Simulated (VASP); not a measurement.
The system is TiO2.

```
Ti O
1.0
     0.00000    2.39683    2.39683
     2.39683    0.00000    2.39683
     2.39683    2.39683    0.00000
Ti O
1 2
Direct
  0.00000 0.00000 0.00000
  0.25000 0.25000 0.25000
  0.75000 0.75000 0.75000
```

Base run:

```yaml
Program: VASP 6.6.1
Functional: r2SCAN
Potentials_or_basis: VASP PAW PBE potentials, release 64 (Ti_sv, O)
Cutoff: 520 eV
k_mesh: 10 × 10 × 10
Occupations: gaussian, width 0.01 eV
Spin: no spin polarisation
```

Its results: band gap on the k mesh 1.55 eV, indirect (least direct gap 2.24 eV); pressure 1.5 GPa.

Question: The run is repeated on the same cell with these changes: functional from r2SCAN to PBE; occupations from gaussian, width 0.01 eV to fermi-dirac, width 0.02 eV. What comes out?

Answer: Band gap on the k mesh 1.13 eV, indirect (least direct gap 1.84 eV); pressure 6.8 GPa.

Caveats: the PAW data sets were made with another functional, which shifts forces and pressure a little (some runs).

A k mesh can miss the band edges.
